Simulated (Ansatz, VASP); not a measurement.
## Two plane-wave programs on NiO

```
Ni O
1.0
     1.49091    0.86078    2.43444
    -1.49091    0.86078    2.43444
     0.00000   -1.72156    2.43444
Ni O
1 1
Direct
  0.00000 0.00000 0.00000
  0.50000 0.50000 0.50000
```

Alike in both runs: functional PBE; k mesh 14 × 14 × 14; occupations gaussian, width 0.05 eV; collinear spin.

Ansatz relaxed the structure, and its values are those at the end. VASP's run is a single point on that final structure, the one shown.

|  | VASP | Ansatz |
| --- | --- | --- |
| version | VASP 6.6.1 | Ansatz 0.2.0 |
| potentials or method | VASP PAW PBE potentials, release 64 (Ni, O), cutoff 520 eV | scalar-relativistic, plane waves, PAW |
| valence electrons in the cell | 16 | 24 |

VASP gave:

| Property | Result |
| --- | --- |
| gap on the k mesh at the Fermi level (eV) | none |
| pressure (GPa) | -0.5 |
| net moment per atom (μB) | 0.89 |
| size of the moment on the site where the two differ most (μB) | 0.27 |

What did Ansatz give for the same quantities?

gap on the k mesh at the Fermi level (eV): none; pressure (GPa): 0.0; net moment per atom (μB): 0.91; size of the moment on the site where the two differ most (μB): 0.30.

Site moments also hang on the region over which each program counts them. A gap of «none» marks a metal or a gap that the smearing closes. VASP's potentials hold 16 valence electrons a cell and Ansatz's 24, so a difference there can come from the potentials and not from the codes.
